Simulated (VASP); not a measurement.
Input of a VASP 6.6.1 run:

The input INCAR:

```
SYSTEM = Ru
PREC = Accurate
ENCUT = 520
EDIFF = 1E-6
ISMEAR = 0
SIGMA = 0.15
LREAL = .False.
LASPH = .True.
NELM = 100
ALGO = Fast
ISIF = 2
LWAVE = .False.
LCHARG = .False.
GGA = PS
NBANDS = 21
```

Contents of KPOINTS:

```
regular mesh
0
Gamma
  18 18 10
  0 0 0
```

File POSCAR:

```
Ru
1.0
    2.5767000000      0.0000000000      0.0000000000
   -1.2883500000      2.2314876579      0.0000000000
    0.0000000000      0.0000000000      3.7421000000
Ru
2
Direct
    0.3333333333      0.6666666667      0.2500000000
    0.6666666667      0.3333333333      0.7500000000
```

Potentials or basis: VASP PAW PBE potentials, release 64 (Ru_pv).

The run is started by

```sh
$ cat potpaw_PBE.64/Ru_pv/POTCAR > POTCAR
$ mpirun -np 1 vasp_std > vasp.out
```

(1) Predict the band gap on the k mesh.

(2) Estimate the pressure.

Results:

(1) zero (band 14 reaches 19.33 eV, above the bottom of band 15 at 15.01 eV).

(2) 130.6 GPa.

Caveat: the PAW data sets were made with another functional, which shifts forces and pressure a little.
